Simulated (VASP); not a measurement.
# SiC (R-3m) in VASP: further runs

The runs below take SiC through single point, with PBE, r2SCAN.

Program: VASP 6.6.1. These are calculated values, not measurements. Logs are shortened: lines on timing, memory, paths and dates and some standing lists are left out, and cuts for length are marked.

## (1) The cell of the first run

The structure is trigonal, space group R-3m (No. 166). The conventional cell has a = 3.195 Å, b = 3.195 Å, c = 16.543 Å, α = 90.00°, β = 90.00°, γ = 120.00°. Within 2.2 Å of C (site symmetry 3m) lie 1 C at 1.67 Å and 3 Si at 1.96 Å. Si (site symmetry 3m) has 3 C at 1.96 Å and 1 Si at 2.50 Å within 2.6 Å.

## (2) Single point, PBE (strain +3.6%)

INCAR reads:

```
  ALGO = Normal
  EDIFF = 1E-6
  ENCUT = 520
  GGA = PE
  ISIF = 2
  ISMEAR = -1
  LASPH = T
  LCHARG = F
  LREAL = F
  LWAVE = F
  NBANDS = 16
  NELM = 60
  PREC = Accurate
  SIGMA = 0.02
```

KPOINTS reads:

```
k-points
0
Gamma
  10 10 10
```

POSCAR reads:

```
SiC
1.0
    1.5975474192      0.9223444325      5.5143878764
   -1.5975474192      0.9223444325      5.5143878764
    0.0000000000     -1.8446888650      5.5143878764
C Si
2 2
Direct
    0.4496334491      0.4496334491      0.4496334491
    0.5503665509      0.5503665509      0.5503665509
    0.9244960651      0.9244960651      0.9244960651
    0.0755039349      0.0755039349      0.0755039349
```

Potentials or basis: VASP PAW PBE potentials, release 64 (C, Si).

On the command line:

```
cat potpaw_PBE.64/C/POTCAR potpaw_PBE.64/Si/POTCAR > POTCAR
mpirun -np 1 vasp_std > vasp.out
```

OUTCAR:

```text
EDIFF = 1E-6
   ENCUT = 520
   GGA = PE
   ISIF = 2
   ISMEAR = -1
   LASPH = T
   LREAL = F
   NELM = 60
   PREC = Accurate

 ion  position               nearest neighbor table
   1  0.450  0.450  0.450-   2 1.67   4 1.96   4 1.96   4 1.96
   2  0.550  0.550  0.550-   1 1.67   3 1.96   3 1.96   3 1.96
   3  0.924  0.924  0.924-   2 1.96   2 1.96   2 1.96   4 2.50
   4  0.076  0.076  0.076-   1 1.96   1 1.96   1 1.96   3 2.50

  LATTYP: Found a trigonal (rhomboedric) cell.
 ALAT       =     5.8147528460
 COS(alpha) =     0.8490354448

  Lattice vectors:

 A1 = (   1.5975474192,   0.9223444325,   5.5143878764)
 A2 = (  -1.5975474192,   0.9223444325,   5.5143878764)
 A3 = (   0.0000000000,  -1.8446888650,   5.5143878764)

Analysis of symmetry for initial positions (statically):
=====================================================================
 Subroutine PRICEL returns:
 Original cell was already a primitive cell.

 Routine SETGRP: Setting up the symmetry group for a
 trigonal (rhombohedral) supercell.

 Subroutine GETGRP returns: Found 12 space group operations
 (whereof 12 operations were pure point group operations)
 out of a pool of 12 trial point group operations.

The static configuration has the point symmetry D_3d.

Analysis of symmetry for dynamics (positions and initial velocities):
=====================================================================
 Subroutine PRICEL returns:
 Original cell was already a primitive cell.

 Routine SETGRP: Setting up the symmetry group for a
 trigonal (rhombohedral) supercell.

 Subroutine GETGRP returns: Found 12 space group operations
 (whereof 12 operations were pure point group operations)
 out of a pool of 12 trial point group operations.

The dynamic configuration has the point symmetry D_3d.

 Subroutine INISYM returns: Found 12 space group operations
 (whereof 12 operations are pure point group operations),
 and found     1 'primitive' translations

----------------------------------------------------------------------------------------

                                     Primitive cell

  volume of cell :      48.7523

  direct lattice vectors                    reciprocal lattice vectors
     1.597547419  0.922344432  5.514387876     0.312979755  0.180698946  0.060447930
    -1.597547419  0.922344432  5.514387876    -0.312979755  0.180698946  0.060447930
     0.000000000 -1.844688865  5.514387876     0.000000000 -0.361397892  0.060447930

  length of vectors
     5.814752846  5.814752846  5.814752846     0.366418324  0.366418324  0.366418324

  position of ions in fractional coordinates (direct lattice)
     0.449633449  0.449633449  0.449633449
     0.550366551  0.550366551  0.550366551
     0.924496065  0.924496065  0.924496065
     0.075503935  0.075503935  0.075503935

  ion indices of the primitive-cell ions
   primitive index   ion index
                 1           1
                 2           2
                 3           3
                 4           4

----------------------------------------------------------------------------------------

 KPOINTS: k-points

Automatic generation of k-mesh.
 Grid dimensions read from file:
 generate k-points for:   10   10   10

 Generating k-lattice:

  Cartesian coordinates                     Fractional coordinates (reciprocal lattice)
     0.031297976  0.018069895  0.006044793     0.100000000  0.000000000 -0.000000000
    -0.031297976  0.018069895  0.006044793     0.000000000  0.100000000 -0.000000000
     0.000000000 -0.036139789  0.006044793    -0.000000000 -0.000000000  0.100000000

  Length of vectors
     0.036641832  0.036641832  0.036641832

  Shift w.r.t. Gamma in fractional coordinates (k-lattice)
     0.000000000  0.000000000  0.000000000

 Subroutine IBZKPT returns following result:
 ===========================================

 Found    116 irreducible k-points:

 Following reciprocal coordinates:
            Coordinates               Weight
  0.000000  0.000000  0.000000      1.000000
  0.100000  0.000000  0.000000      6.000000
  0.200000  0.000000  0.000000      6.000000
  0.300000 -0.000000  0.000000      6.000000
  0.400000 -0.000000  0.000000      6.000000
  0.500000  0.000000  0.000000      3.000000
[... 16 lines left out ...]
  0.300000  0.300000  0.000000      6.000000
  0.400000  0.300000  0.000000     12.000000
 [... further k-points ...]
   k-points           NKPTS =    116   k-points in BZ     NKDIM =    116   number of bands    NBANDS=     16
   number of dos      NEDOS =    301   number of ions     NIONS =      4
   total plane-waves  NPLWV = 110592
   dimension x,y,z NGX =    48 NGY =   48 NGZ =   48
   dimension x,y,z NGXF=    96 NGYF=   96 NGZF=   96
   ions per type =               2   2
   NGX,Y,Z   is equivalent  to a cutoff of  13.72, 13.72, 13.72 a.u.
   NGXF,Y,Z  is equivalent  to a cutoff of  27.45, 27.45, 27.45 a.u.
 SYSTEM =  unknown system
   PREC   = accura    normal or accurate (medium, high low for compatibility)
   ISTART =      0    job   : 0-new  1-cont  2-samecut
   ICHARG =      2    charge: 1-file 2-atom 10-const
   ISPIN  =      1    spin polarized calculation?
   LNONCOLLINEAR =      F non collinear calculations
   LSORBIT =      F    spin-orbit coupling
   LASPH  =      T    aspherical Exc in radial PAW
   ENCUT  =  520.0 eV  38.22 Ry    6.18 a.u.  10.81 10.81 10.81*2*pi/ulx,y,z
   NELM   =     60;   NELMIN=  2; NELMDL= -5     # of ELM steps
   EDIFF  = 0.1E-05   stopping-criterion for ELM
   LREAL  =      F    real-space projection
   EDIFFG = 0.1E-04   stopping-criterion for IOM
   NSW    =      0    number of steps for IOM
   IBRION =     -1    ionic relax: 0-MD 1-quasi-New 2-CG
   NFREE  =      0    steps in history (QN), initial steepest desc. (CG)
   ISIF   =      2    stress and relaxation
   ISYM   =      2    0-nonsym 1-usesym 2-fastsym
   POTIM  = 0.5000    time-step for ionic-motion
   TEBEG  =    0.0;   TEEND  =   0.0 temperature during run
   PSTRESS=    0.0 pullay stress
   NELECT =      16.0000    total number of electrons
   NUPDOWN=      -1.0000    fix difference up-down
   EMIN   =  10.00;   EMAX   =-10.00  energy-range for DOS
   EFERMI =   0.00;   METHOD = LEGACY
   ISMEAR =    -1;   SIGMA  =   0.02  broadening in eV -4-tet -1-fermi 0-gaus
   EFERMI_NEDOS =   21; number of points for ismear=-14 and -15
   IALGO  =     38    algorithm
   IMIX   =      4    mixing-type and parameters
     AMIX     =   0.40;   BMIX     =  1.00
     AMIX_MAG =   1.60;   BMIX_MAG =  1.00
  volume/ion in A,a.u.               =      12.19        82.25
  Fermi-wavevector in a.u.,A,eV,Ry     =   1.129232  2.133938 17.349658  1.275164
  Thomas-Fermi vector in A             =   2.265924
   LORBIT       =      0    0 simple, 1 ext, 2 COOP (PROOUT), +10 PAW based schemes
   GGA     = PE    functional components
   LHFCALC =     F    Hartree Fock is set to
   AEXX    =    0.0000 exact exchange contribution
   IVDW    =     0    specifies the selected vdW correction
   LEPSILON=     F    determine dielectric tensor
   LRPA    =     F    only Hartree local field effects (RPA)
 non-spin polarized calculation
  energy-cutoff  :      520.00
  volume of cell :       48.75
 maximum number of plane-waves:      1328
 NGX is ok and might be reduce to    48
   NGX = 21   NGY = 21   NGZ = 21

 number of electron      16.0000000 magnetization

 Free energy of the ion-electron system (eV)
  ---------------------------------------------------
  ext. energy  EPLUGINS =         0.00000000
  ---------------------------------------------------
  free energy    TOTEN  =       -28.57194393 eV

  energy without entropy =      -28.57194393  energy(sigma->0) =      -28.57194393

 E-fermi :   7.5937     XC(G=0): -10.6498

 val. band max:        7.2138873267   @ k =   0.0000   0.0000   0.0000
 cond. band min:       7.9690215528   @ k =   0.5000   0.5000   0.0000
 fundamental gap:      0.7551342261
 Fermi energy:         7.5937226329

 k-point     1 :       0.0000    0.0000    0.0000
  band No.  band energies     occupation
      1      -8.3715      2.00000
      2      -4.8035      2.00000
      3      -1.5355      2.00000
      4       4.8140      2.00000
      5       4.8140      2.00000
      6       6.3934      2.00000
[... 8 lines left out ...]
     15      13.3168      0.00000
     16      18.1416      0.00000

 k-point     2 :       0.1000    0.0000    0.0000
  band No.  band energies     occupation
      1      -8.2223      2.00000
      2      -4.6682      2.00000
      3      -1.3916      2.00000
      4       4.0379      2.00000
      5       4.6332      2.00000
      6       6.2821      2.00000
[... 8 lines left out ...]
     15      13.7999      0.00000
     16      18.3138      0.00000

 k-point     3 :       0.2000    0.0000    0.0000
  band No.  band energies     occupation
      1      -7.7865      2.00000
      2      -4.2717      2.00000
      3      -1.0163      2.00000
      4       2.5159      2.00000
      5       4.2165      2.00000
      6       4.7457      2.00000
[... 8 lines left out ...]
     15      14.9944      0.00000
     16      16.7635      0.00000

 k-point     4 :       0.3000   -0.0000    0.0000
  band No.  band energies     occupation
      1      -7.1108      2.00000
      2      -3.6594      2.00000
      3      -0.7847      2.00000
      4       1.3415      2.00000
      5       2.9715      2.00000
      6       3.7816      2.00000
[... 8 lines left out ...]
     15      15.8896      0.00000
     16      16.3183      0.00000
[... 324 lines left out ...]
 k-point    22 :      -0.2000    0.2000    0.0000
  band No.  band energies     occupation
      1      -6.7630      2.00000
      2      -3.1377      2.00000
      3      -0.9616      2.00000
      4       1.5422      2.00000
      5       2.1132      2.00000
      6       2.9878      2.00000
[... 8 lines left out ...]
     15      15.5800      0.00000
     16      16.2419      0.00000

 k-point    23 :       0.3000    0.3000    0.0000
  band No.  band energies     occupation
      1      -7.0663      2.00000
      2      -3.8705      2.00000
      3      -0.4792      2.00000
      4       1.3124      2.00000
      5       2.6937      2.00000
      6       3.6591      2.00000
[... 8 lines left out ...]
     15      16.4926      0.00000
     16      17.2821      0.00000

 k-point    24 :       0.4000    0.3000    0.0000
  band No.  band energies     occupation
      1      -6.5864      2.00000
      2      -3.4140      2.00000
      3      -0.7248      2.00000
      4       0.8418      2.00000
      5       2.3865      2.00000
      6       2.9916      2.00000
[... 8 lines left out ...]
     15      16.3223      0.00000
     16      17.8133      0.00000

 [... further k-points ...]

------------------------ aborting loop because EDIFF is reached ----------------------------------------

  FORCE on cell =-STRESS in cart. coord.  units (eV):
  Direction    XX          YY          ZZ          XY          YZ          ZX
  --------------------------------------------------------------------------------------
  -------------------------------------------------------------------------------------
  Total       -4.4840716     -4.4840716     -4.5341919      0.0000000      0.0000000      0.0000000
  in kB     -147.3627344   -147.3627344   -149.0098676      0.0000000      0.0000000      0.0000000
  external PRESSURE =    -147.9117788 kB  Pullay stress =       0.0000000 kB

 VOLUME and BASIS-vectors are now :
 -----------------------------------------------------------------------------
  energy-cutoff  :      520.00
  volume of cell :       48.75
      direct lattice vectors                 reciprocal lattice vectors
     1.597547419  0.922344432  5.514387876     0.312979755  0.180698946  0.060447930
    -1.597547419  0.922344432  5.514387876    -0.312979755  0.180698946  0.060447930
     0.000000000 -1.844688865  5.514387876     0.000000000 -0.361397892  0.060447930

 POSITION                                       TOTAL-FORCE (eV/Angst)
 -----------------------------------------------------------------------------------
      0.00000      0.00000      7.43836         0.000000     -0.000000      0.207116
      0.00000      0.00000      9.10480         0.000000      0.000000     -0.207116
      0.00000      0.00000     15.29409         0.000000      0.000000      0.102995
      0.00000      0.00000      1.24907         0.000000     -0.000000     -0.102995
 -----------------------------------------------------------------------------------
    total drift:                                0.000000      0.000000      0.000000

  FREE ENERGIE OF THE ION-ELECTRON SYSTEM (eV)
  ---------------------------------------------------
  free  energy   TOTEN  =       -28.5719439302 eV

  energy  without entropy=      -28.5719439302  energy(sigma->0) =      -28.57194393
```

Wall time 3.2 min (1 thread of Intel Xeon Platinum 8259CL at 2.50GHz (Skylake/Cascade Lake), shared host); peak memory 0.34 GiB.

What came out:

* Free energy: -28.5719 eV
* Pressure: -14.8 GPa
* Largest force: 0.207 eV/Å
* Band gap on the k mesh: 0.76 eV (least direct gap 1.90 eV)

Forces on the atoms (eV/Å):
```
C    0.000  0.000  0.207
C    0.000  0.000 -0.207
Si   0.000  0.000  0.103
Si   0.000  0.000 -0.103
```

Stress tensor (GPa, compression positive):
```
-14.74   0.00   0.00
  0.00 -14.74   0.00
  0.00   0.00 -14.90
```

Caveat: the cell differs from its parent crystal (strain +3.6%); the cell stands under tension.

## (3) Single point, r2SCAN (strain +3.6%)

POSCAR is that of step 2.

INCAR.step1 reads:

```
ALGO = Normal
EDIFF = 1E-4
ENCUT = 520
GGA = PE
ISMEAR = 0
LASPH = True
LCHARG = False
LREAL = False
LWAVE = True
NBANDS = 16
NELM = 80
PREC = Accurate
SIGMA = 0.01
```

INCAR.step2 reads:

```
ALGO = Normal
EDIFF = 1E-6
ENCUT = 520
ISIF = 2
ISMEAR = 0
ISTART = 1
LASPH = True
LCHARG = False
LMIXTAU = True
LREAL = False
LWAVE = False
METAGGA = R2SCAN
NBANDS = 16
NELM = 80
PREC = Accurate
SIGMA = 0.01
```

KPOINTS is that of step 2.

Potentials or basis: VASP PAW PBE potentials, release 64 (C, Si).

On the command line:

```
cat potpaw_PBE.64/C/POTCAR potpaw_PBE.64/Si/POTCAR > POTCAR
cp INCAR.step1 INCAR
mpirun -np 1 vasp_std > vasp.out
cp INCAR.step2 INCAR
mpirun -np 1 vasp_std > vasp.out
```

Run time: 12 min. Hardware: 1 thread of Intel Xeon Platinum 8259CL at 2.50GHz (Skylake/Cascade Lake), shared host; peak memory 0.38 GiB.

Results (log left out):

| Quantity | Value |
| --- | --- |
| Free energy | -36.8283 eV |
| Pressure | -17.6 GPa |
| Largest force | 0.023 eV/Å |
| Band gap on the k mesh | 0.95 eV (least direct gap 2.19 eV) |

Forces in eV/Å, atoms in the order of the input:
```
C    0.000  0.000 -0.023
C    0.000  0.000  0.023
Si   0.000  0.000  0.008
Si   0.000  0.000 -0.008
```

Stress tensor (GPa, compression positive):
```
-17.94   0.00   0.00
  0.00 -17.94   0.00
  0.00   0.00 -16.98
```

Levels at points of the mesh, in eV from the valence-band top:
| k point | band 4 | band 5 | band 6 | band 7 | band 8 | band 9 | band 10 | band 11 | band 12 | band 13 |
| --- | --- | --- | --- | --- | --- | --- | --- | --- | --- | --- |
| (0.00, 0.00, 0.00) | -2.55 | -2.55 | -0.83 | 0.00 | 0.00 | 3.26 | 3.50 | 5.84 | 6.00 | 6.00 |
| (0.50, 0.00, 0.00) | -6.73 | -5.31 | -4.06 | -3.75 | -1.92 | 2.30 | 4.16 | 4.63 | 6.83 | 7.33 |
| (0.50, 0.50, 0.00) | -8.27 | -4.61 | -4.24 | -1.48 | -1.23 | 0.95 | 2.26 | 3.84 | 5.91 | 6.02 |
| (0.50, 0.50, 0.50) | -4.74 | -2.53 | -2.53 | -0.09 | -0.09 | 3.29 | 5.48 | 5.77 | 5.77 | 6.98 |

Caveat: the cell differs from its parent crystal (strain +3.6%); the cell stands under tension; the PAW data sets were made with another functional, which shifts forces and pressure a little.
